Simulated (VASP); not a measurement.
Runs of VASP 6.6.1 on Al. The structure is that of space group P-3m1 (No. 164), or close to it. The cells are those of the table. 

```tsv
cell	further INCAR settings	gap on the mesh (eV)	pressure (GPa)	largest force (eV/Å)
a = 2.862, b = 2.862, c = 14.523 Å, angles 90.0, 90.0, 60.0°, 6 atoms	ALGO = Fast; EDIFF = 1e-06; NBANDS = 18	none	-1.8	0.52
a = 2.862, b = 2.862, c = 16.023 Å, angles 90.0, 90.0, 60.0°, 6 atoms	ALGO = Fast; EDIFF = 1e-07; NBANDS = 18	none	(b)	0.16
a = 2.862, b = 2.862, c = 15.023 Å, angles 90.0, 90.0, 60.0°, 6 atoms	ALGO = Fast; EDIFF = 1e-07; NBANDS = 18	none	(a)	0.44
a = 2.862, b = 2.862, c = 17.023 Å, angles 90.0, 90.0, 60.0°, 6 atoms	ALGO = Fast; EDIFF = 1e-06; NBANDS = 18	none	-1.4	0.06
a = 2.862, b = 2.862, c = 20.023 Å, angles 90.0, 90.0, 60.0°, 6 atoms	ALGO = Fast; EDIFF = 1e-06; NBANDS = 18	none	-	0.05
a = 2.862, b = 2.862, c = 15.523 Å, angles 90.0, 90.0, 60.0°, 6 atoms	ALGO = Fast; EDIFF = 1e-07; NBANDS = 18	none	-1.8	0.28
a = 2.862, b = 2.862, c = 13.723 Å, angles 90.0, 90.0, 60.0°, 6 atoms	ALGO = Fast; EDIFF = 1e-06; NBANDS = 18	none	2.0	1.18
a = 2.862, b = 2.862, c = 18.523 Å, angles 90.0, 90.0, 60.0°, 6 atoms	ALGO = Fast; EDIFF = 1e-06; NBANDS = 18	none	-1.2	0.05
```

Alike in all rows: task single point; level PBE; potentials or basis VASP PAW PBE potentials, release 64 (Al); no spin polarisation; k mesh 19 × 19 × 4; cutoff (eV) 520; smearing gaussian 0.15 eV.

Fill in the values left out.

(a) -2.0; (b) -1.6.

Caveats: there is no dipole correction, which matters where the two faces differ (at least some runs); forces of over 1 eV/Å act on the atoms, so gaps and moduli don't describe the material at rest (at least some runs).

A gap of «none» marks levels without a gap at the run's occupations.
